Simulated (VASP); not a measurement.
# TiSi2 (Cmcm) in VASP: notebook, part 2 of 2

VASP 6.6.1. The steps go on from the part before.

### Step 3. Single point, LDA

This run uses another cell than the first one, of 13.61 Å³/atom.

The input, INCAR:

```
SYSTEM = TiSi2
PREC     = Accurate       ! precision mode
ENCUT    = 520            ! plane-wave cutoff, eV
EDIFF    = 1E-6           ! SCF threshold, eV
ISMEAR   = -1             ! smearing method
SIGMA    = 0.05           ! smearing width, eV
LREAL    = .FALSE.        ! projectors in reciprocal space
LASPH    = .TRUE.         ! aspherical terms in the spheres
NELM     = 100            ! most SCF steps
ALGO     = Normal         ! electronic algorithm
ISIF     = 2              ! what is computed and relaxed
LWAVE    = .FALSE.        ! write WAVECAR
LCHARG   = .FALSE.        ! write CHGCAR
GGA      = CA             ! functional
NBANDS   = 29             ! bands
```

The input, KPOINTS:

```
Automatic mesh
0
G
  8 8 8
  0 0 0
```

The input, POSCAR:

```
TiSi2
1.0
    1.7412493300     -6.6679286942      0.0000000000
    1.7412493300      6.6679286942      0.0000000000
    0.0000000000      0.0000000000      3.5169900368
Ti Si
2 4
Direct
    0.1031180800      0.8968819200      0.2500000000
    0.8968819200      0.1031180800      0.7500000000
    0.7503148200      0.2496851800      0.2500000000
    0.2496851800      0.7503148200      0.7500000000
    0.4417485500      0.5582514500      0.2500000000
    0.5582514500      0.4417485500      0.7500000000
```

Potentials or basis: VASP PAW LDA potentials, release 64 (Ti_sv, Si).

Run with:

```console
$ cat potpaw_LDA.64/Ti_sv/POTCAR potpaw_LDA.64/Si/POTCAR > POTCAR
$ mpirun -np 1 vasp_std > vasp.out
```

OUTCAR:

```text
SYSTEM = TiSi2
   PREC = Accurate
   ENCUT = 520
   EDIFF = 1E-6
   ISMEAR = -1
   LREAL = .FALSE.
   LASPH = .TRUE.
   NELM = 100
   ISIF = 2
   GGA = CA

 ion  position               nearest neighbor table
   1  0.103  0.897  0.250-   6 2.55   6 2.55   6 2.55   6 2.55   3 2.62   3 2.62   4 2.63   4 2.63
                             5 2.77   5 2.77
   2  0.897  0.103  0.750-   5 2.55   5 2.55   5 2.55   5 2.55   4 2.62   4 2.62   3 2.63   3 2.63
                             6 2.77   6 2.77
   3  0.750  0.250  0.250-   4 2.47   4 2.47   4 2.47   4 2.47   1 2.62   1 2.62   2 2.63   2 2.63
                             5 3.09   5 3.09   6 3.11   6 3.11
   4  0.250  0.750  0.750-   3 2.47   3 2.47   3 2.47   3 2.47   2 2.62   2 2.62   1 2.63   1 2.63
                             6 3.09   6 3.09   5 3.11   5 3.11
   5  0.442  0.558  0.250-   6 2.35   6 2.35   2 2.55   2 2.55   2 2.55   2 2.55   1 2.77   1 2.77
                             3 3.09   3 3.09   4 3.11   4 3.11
   6  0.558  0.442  0.750-   5 2.35   5 2.35   1 2.55   1 2.55   1 2.55   1 2.55   2 2.77   2 2.77
                             4 3.09   4 3.09   3 3.11   3 3.11

  LATTYP: Found a base centered orthorhombic cell.
 ALAT       =     3.4824986600
 B/A-ratio  =     3.8293934012
 C/A-ratio  =     1.0099042039

  Lattice vectors:

 A1 = (   1.7412493300,  -6.6679286942,   0.0000000000)
 A2 = (   1.7412493300,   6.6679286942,   0.0000000000)
 A3 = (   0.0000000000,   0.0000000000,   3.5169900368)

Analysis of symmetry for initial positions (statically):
=====================================================================
 Subroutine PRICEL returns:
 Original cell was already a primitive cell.

 Routine SETGRP: Setting up the symmetry group for a
 base centered orthorhombic supercell.

 Subroutine GETGRP returns: Found  8 space group operations
 (whereof  4 operations were pure point group operations)
 out of a pool of  8 trial point group operations.

The static configuration has the point symmetry C_2h.
 The point group associated with its full space group is D_2h.

Analysis of symmetry for dynamics (positions and initial velocities):
=====================================================================
 Subroutine PRICEL returns:
 Original cell was already a primitive cell.

 Routine SETGRP: Setting up the symmetry group for a
 base centered orthorhombic supercell.

 Subroutine GETGRP returns: Found  8 space group operations
 (whereof  4 operations were pure point group operations)
 out of a pool of  8 trial point group operations.

The dynamic configuration has the point symmetry C_2h.
 The point group associated with its full space group is D_2h.

 Subroutine INISYM returns: Found  8 space group operations
 (whereof  4 operations are pure point group operations),
 and found     1 'primitive' translations

----------------------------------------------------------------------------------------

                                     Primitive cell

  volume of cell :      81.6682

  direct lattice vectors                    reciprocal lattice vectors
     1.741249330 -6.667928694  0.000000000     0.287150146 -0.074985805  0.000000000
     1.741249330  6.667928694  0.000000000     0.287150146  0.074985805  0.000000000
     0.000000000  0.000000000  3.516990037     0.000000000  0.000000000  0.284334044

  length of vectors
     6.891532652  6.891532652  3.516990037     0.296779510  0.296779510  0.284334044
[... 50 lines left out ...]
  0.500000  0.000000  0.000000      2.000000
  0.125000  0.125000  0.000000      2.000000
[... 16 lines left out ...]
  0.125000  0.000000  0.125000      8.000000
  0.250000  0.000000  0.125000      8.000000
 [... further k-points ...]
   k-points           NKPTS =    105   k-points in BZ     NKDIM =    105   number of bands    NBANDS=     29
   number of dos      NEDOS =    301   number of ions     NIONS =      6
   total plane-waves  NPLWV =  81648
   dimension x,y,z NGX =    54 NGY =   54 NGZ =   28
   dimension x,y,z NGXF=   108 NGYF=  108 NGZF=   56
   ions per type =               2   4
   NGX,Y,Z   is equivalent  to a cutoff of  13.03, 13.03, 13.24 a.u.
   NGXF,Y,Z  is equivalent  to a cutoff of  26.05, 26.05, 26.47 a.u.
 SYSTEM =  TiSi2
   PREC   = accura    normal or accurate (medium, high low for compatibility)
   ISTART =      0    job   : 0-new  1-cont  2-samecut
   ICHARG =      2    charge: 1-file 2-atom 10-const
   ISPIN  =      1    spin polarized calculation?
   LNONCOLLINEAR =      F non collinear calculations
   LSORBIT =      F    spin-orbit coupling
   LASPH  =      T    aspherical Exc in radial PAW
   ENCUT  =  520.0 eV  38.22 Ry    6.18 a.u.  12.81 12.81  6.54*2*pi/ulx,y,z
   NELM   =    100;   NELMIN=  2; NELMDL= -5     # of ELM steps
   EDIFF  = 0.1E-05   stopping-criterion for ELM
   LREAL  =      F    real-space projection
   EDIFFG = 0.1E-04   stopping-criterion for IOM
   NSW    =      0    number of steps for IOM
   IBRION =     -1    ionic relax: 0-MD 1-quasi-New 2-CG
   NFREE  =      0    steps in history (QN), initial steepest desc. (CG)
   ISIF   =      2    stress and relaxation
   ISYM   =      2    0-nonsym 1-usesym 2-fastsym
   POTIM  = 0.5000    time-step for ionic-motion
   TEBEG  =    0.0;   TEEND  =   0.0 temperature during run
   PSTRESS=    0.0 pullay stress
   NELECT =      40.0000    total number of electrons
   NUPDOWN=      -1.0000    fix difference up-down
   EMIN   =  10.00;   EMAX   =-10.00  energy-range for DOS
   EFERMI =   0.00;   METHOD = LEGACY
   ISMEAR =    -1;   SIGMA  =   0.05  broadening in eV -4-tet -1-fermi 0-gaus
   EFERMI_NEDOS =   21; number of points for ismear=-14 and -15
   IALGO  =     38    algorithm
   IMIX   =      4    mixing-type and parameters
     AMIX     =   0.40;   BMIX     =  1.00
     AMIX_MAG =   1.60;   BMIX_MAG =  1.00
  volume/ion in A,a.u.               =      13.61        91.85
  Fermi-wavevector in a.u.,A,eV,Ry     =   1.290458  2.438612 22.657529  1.665281
  Thomas-Fermi vector in A             =   2.422288
   LORBIT       =      0    0 simple, 1 ext, 2 COOP (PROOUT), +10 PAW based schemes
   GGA     = CA    functional components
   LHFCALC =     F    Hartree Fock is set to
   AEXX    =    0.0000 exact exchange contribution
   IVDW    =     0    specifies the selected vdW correction
   LEPSILON=     F    determine dielectric tensor
   LRPA    =     F    only Hartree local field effects (RPA)
 non-spin polarized calculation
  energy-cutoff  :      520.00
  volume of cell :       81.67
 maximum number of plane-waves:      2235
 NGX is ok and might be reduce to    54
   NGX = 25   NGY = 25   NGZ = 13

 number of electron      40.0000001 magnetization

 Free energy of the ion-electron system (eV)
  ---------------------------------------------------
  ext. energy  EPLUGINS =         0.00000000
  ---------------------------------------------------
  free energy    TOTEN  =       -45.00859593 eV

  energy without entropy =      -44.99693462  energy(sigma->0) =      -45.00276528

 E-fermi :  10.9569     XC(G=0): -11.9809

 val. band max:       10.9554371998   @ k =  -0.3750   0.3750   0.3750
 cond. band min:      10.9974132441   @ k =  -0.1250   0.1250   0.1250
 fundamental gap:      0.0419760443
 Fermi energy:        10.9568945355

 k-point     1 :       0.0000    0.0000    0.0000
  band No.  band energies     occupation
      1     -45.0584      2.00000
      2     -45.0463      2.00000
      3     -21.8264      2.00000
      4     -21.7737      2.00000
      5     -21.7622      2.00000
      6     -21.7578      2.00000
[... 757 lines left out ...]
     28      14.4447      0.00000
     29      14.7426      0.00000

 [... further k-points ...]

------------------------ aborting loop because EDIFF is reached ----------------------------------------

  FORCE on cell =-STRESS in cart. coord.  units (eV):
  Direction    XX          YY          ZZ          XY          YZ          ZX
  --------------------------------------------------------------------------------------
  -------------------------------------------------------------------------------------
  Total        0.2078022     -0.0287963      0.8655171      0.0000000     -0.0000000      0.0000000
  in kB        4.0766903     -0.5649299     16.9798243      0.0000000     -0.0000000      0.0000000
  external PRESSURE =       6.8305282 kB  Pullay stress =       0.0000000 kB

 VOLUME and BASIS-vectors are now :
 -----------------------------------------------------------------------------
  energy-cutoff  :      520.00
  volume of cell :       81.67
      direct lattice vectors                 reciprocal lattice vectors
     1.741249330 -6.667928694  0.000000000     0.287150146 -0.074985805  0.000000000
     1.741249330  6.667928694  0.000000000     0.287150146  0.074985805  0.000000000
     0.000000000  0.000000000  3.516990037     0.000000000  0.000000000  0.284334044

 POSITION                                       TOTAL-FORCE (eV/Angst)
 -----------------------------------------------------------------------------------
      1.74125      5.29276      0.87925         0.000000      0.067773      0.000000
      1.74125     -5.29276      2.63774         0.000000     -0.067773      0.000000
      1.74125     -3.33816      0.87925         0.000000     -0.015671     -0.000000
      1.74125      3.33816      2.63774         0.000000      0.015671      0.000000
      1.74125      0.77683      0.87925         0.000000      0.250497      0.000000
      1.74125     -0.77683      2.63774         0.000000     -0.250497      0.000000
 -----------------------------------------------------------------------------------
    total drift:                                0.000000      0.000000      0.000000

  FREE ENERGIE OF THE ION-ELECTRON SYSTEM (eV)
  ---------------------------------------------------
  free  energy   TOTEN  =       -45.0085959317 eV

  energy  without entropy=      -44.9969346197  energy(sigma->0) =      -45.00276528
```

It took 3.5 min on 1 thread of AMD EPYC 9R45 (Zen 5), shared host; peak memory 0.32 GiB.

What came out:

- Free energy: -45.0086 eV
- Pressure: 0.7 GPa
- Largest force: 0.250 eV/Å
- Band gap on the k mesh: zero (bands 20 and 21 overlap by 1.06 eV)

Forces in eV/Å, atoms in the order of the input:
```
Ti   0.000  0.068  0.000
Ti   0.000 -0.068  0.000
Si   0.000 -0.016  0.000
Si   0.000  0.016  0.000
Si   0.000  0.250  0.000
Si   0.000 -0.250  0.000
```

### Step 4. Single point, LDA

This run uses another cell than the first one, of 13.89 Å³/atom.

The input, INCAR:

```
ALGO = Normal
EDIFF = 1E-6
ENCUT = 520
GGA = CA
ISIF = 2
ISMEAR = -1
LASPH = True
LCHARG = False
LREAL = False
LWAVE = False
NBANDS = 29
NELM = 100
PREC = Accurate
SIGMA = 0.05
```

The input, KPOINTS:

```
k-points
0
Gamma
  8 8 8
```

Edit POSCAR of step 3 so:

```diff
@@ -2,5 +2,5 @@
 1.0
-    1.7412493300     -6.6679286942      0.0000000000
-    1.7412493300      6.6679286942      0.0000000000
-    0.0000000000      0.0000000000      3.5169900368
+    1.7532583256     -6.7139158625      0.0000000000
+    1.7532583256      6.7139158625      0.0000000000
+    0.0000000000      0.0000000000      3.5412459070
 Ti Si
```

Potentials or basis: VASP PAW LDA potentials, release 64 (Ti_sv, Si).

Run with:

```console
$ cat potpaw_LDA.64/Ti_sv/POTCAR potpaw_LDA.64/Si/POTCAR > POTCAR
$ mpirun -np 1 vasp_std > vasp.out
```

OUTCAR:

```text
EDIFF = 1E-6
   ENCUT = 520
   GGA = CA
   ISIF = 2
   ISMEAR = -1
   LASPH = True
   LREAL = False
   NELM = 100
   PREC = Accurate

 ion  position               nearest neighbor table
   1  0.103  0.897  0.250-   6 2.56   6 2.56   6 2.56   6 2.56   3 2.64   3 2.64   4 2.65   4 2.65
                             5 2.79   5 2.79
   2  0.897  0.103  0.750-   5 2.56   5 2.56   5 2.56   5 2.56   4 2.64   4 2.64   3 2.65   3 2.65
                             6 2.79   6 2.79
   3  0.750  0.250  0.250-   4 2.49   4 2.49   4 2.49   4 2.49   1 2.64   1 2.64   2 2.65   2 2.65
                             5 3.11   5 3.11   6 3.13   6 3.13
   4  0.250  0.750  0.750-   3 2.49   3 2.49   3 2.49   3 2.49   2 2.64   2 2.64   1 2.65   1 2.65
                             6 3.11   6 3.11   5 3.13   5 3.13
   5  0.442  0.558  0.250-   6 2.36   6 2.36   2 2.56   2 2.56   2 2.56   2 2.56   1 2.79   1 2.79
                             3 3.11   3 3.11   4 3.13   4 3.13
   6  0.558  0.442  0.750-   5 2.36   5 2.36   1 2.56   1 2.56   1 2.56   1 2.56   2 2.79   2 2.79
                             4 3.11   4 3.11   3 3.13   3 3.13

  LATTYP: Found a base centered orthorhombic cell.
 ALAT       =     3.5065166512
 B/A-ratio  =     3.8293934011
 C/A-ratio  =     1.0099042039

  Lattice vectors:

[... 194 lines left out ...]

 k-point     1 :       0.0000    0.0000    0.0000
  band No.  band energies     occupation
      1     -45.3799      2.00000
      2     -45.3689      2.00000
      3     -22.1349      2.00000
      4     -22.0891      2.00000
      5     -22.0765      2.00000
      6     -22.0745      2.00000
[... 757 lines left out ...]
     28      14.0996      0.00000
     29      14.4027      0.00000

 [... further k-points ...]

------------------------ aborting loop because EDIFF is reached ----------------------------------------

  FORCE on cell =-STRESS in cart. coord.  units (eV):
  Direction    XX          YY          ZZ          XY          YZ          ZX
  --------------------------------------------------------------------------------------
  -------------------------------------------------------------------------------------
  Total       -1.4108297     -1.4195407     -0.9884485      0.0000000      0.0000000      0.0000000
  in kB      -27.1129815    -27.2803883    -18.9957639      0.0000000      0.0000000      0.0000000
  external PRESSURE =     -24.4630446 kB  Pullay stress =       0.0000000 kB

 VOLUME and BASIS-vectors are now :
 -----------------------------------------------------------------------------
  energy-cutoff  :      520.00
  volume of cell :       83.37
      direct lattice vectors                 reciprocal lattice vectors
     1.753258326 -6.713915863  0.000000000     0.285183303 -0.074472187  0.000000000
     1.753258326  6.713915863  0.000000000     0.285183303  0.074472187  0.000000000
     0.000000000  0.000000000  3.541245907     0.000000000  0.000000000  0.282386489

 POSITION                                       TOTAL-FORCE (eV/Angst)
 -----------------------------------------------------------------------------------
      1.75326      5.32926      0.88531         0.000000      0.008973      0.000000
      1.75326     -5.32926      2.65593         0.000000     -0.008973     -0.000000
      1.75326     -3.36119      0.88531         0.000000     -0.011370     -0.000000
      1.75326      3.36119      2.65593         0.000000      0.011370     -0.000000
      1.75326      0.78219      0.88531         0.000000      0.174189     -0.000000
      1.75326     -0.78219      2.65593         0.000000     -0.174189     -0.000000
 -----------------------------------------------------------------------------------
    total drift:                                0.000000      0.000000      0.000000

  FREE ENERGIE OF THE ION-ELECTRON SYSTEM (eV)
  ---------------------------------------------------
  free  energy   TOTEN  =       -44.9997895492 eV

  energy  without entropy=      -44.9878997445  energy(sigma->0) =      -44.99384465
```

OSZICAR:

```text
N       E                     dE             d eps       ncg     rms          rms(c)
DAV:   1     0.385742576628E+03    0.38574E+03   -0.18875E+04  6090   0.146E+03
DAV:   2    -0.298934008886E+01   -0.38873E+03   -0.37790E+03  6130   0.429E+02
DAV:   3    -0.452769207378E+02   -0.42288E+02   -0.41494E+02 10049   0.118E+02
DAV:   4    -0.486229085834E+02   -0.33460E+01   -0.33208E+01  8706   0.297E+01
DAV:   5    -0.487939307799E+02   -0.17102E+00   -0.17095E+00  9110   0.583E+00    0.191E+01
DAV:   6    -0.458541935007E+02    0.29397E+01   -0.36674E+01  8529   0.415E+01    0.777E+00
DAV:   7    -0.451236128972E+02    0.73058E+00   -0.90856E+00  8391   0.222E+01    0.589E+00
DAV:   8    -0.450015689450E+02    0.12204E+00   -0.84896E-01  8087   0.661E+00    0.899E-01
DAV:   9    -0.449995897194E+02    0.19792E-02   -0.66586E-02  8823   0.180E+00    0.641E-01
DAV:  10    -0.449998975626E+02   -0.30784E-03   -0.10226E-02  8620   0.785E-01    0.231E-01
DAV:  11    -0.449997983389E+02    0.99224E-04   -0.18931E-03  8593   0.322E-01    0.332E-02
DAV:  12    -0.449997894025E+02    0.89365E-05   -0.12267E-04  8376   0.759E-02    0.993E-03
DAV:  13    -0.449997895492E+02   -0.14678E-06   -0.57930E-06  7637   0.144E-02
   1 F= -.44999790E+02 E0= -.44993845E+02  d E =-.118898E-01
```

stdout:

```text
POSCAR found type information on POSCAR TiSi
 POSCAR found :  2 types and       6 ions
 scaLAPACK will be used
 LDA part: xc-table for (Slater(with rela. corr.)+CA(PZ))
 , standard interpolation
 POSCAR, INCAR and KPOINTS ok, starting setup
 FFT: planning ... GRIDC
 FFT: planning ... GRID_SOFT
 FFT: planning ... GRID
 WAVECAR not read
 entering main loop
```

It took 3.4 min on 1 thread of AMD EPYC 9R45 (Zen 5), shared host; peak memory 0.32 GiB.

What came out:

- Free energy: -44.9998 eV
- Pressure: -2.4 GPa
- Largest force: 0.174 eV/Å
- Band gap on the k mesh: zero (bands 20 and 21 overlap by 1.03 eV)

Forces in eV/Å, atoms in the order of the input:
```
Ti   0.000  0.009  0.000
Ti   0.000 -0.009  0.000
Si   0.000 -0.011  0.000
Si   0.000  0.011  0.000
Si   0.000  0.174  0.000
Si   0.000 -0.174  0.000
```

### Step 5. The runs side by side

```csv
cell,gap on the mesh (eV),pressure (GPa),largest force (eV/Å)
"a = 6.843, b = 6.843, c = 3.492 Å, angles 90.0, 90.0, 150.7°, 6 atoms",none,4.2,0.34
"a = 6.892, b = 6.892, c = 3.517 Å, angles 90.0, 90.0, 150.7°, 6 atoms",none,0.7,0.25
"a = 6.939, b = 6.939, c = 3.541 Å, angles 90.0, 90.0, 150.7°, 6 atoms",none,-2.4,0.17
```

Alike in all rows: task single point; level LDA; potentials or basis VASP PAW LDA potentials, release 64 (Ti_sv, Si); no spin polarisation; k mesh 8 × 8 × 8; cutoff (eV) 520; smearing fermi-dirac 0.05 eV.

Caveats: the cell stands under pressure (at least some runs).

Total energies depend on the potentials used, so only differences within one code and one set of settings carry meaning.
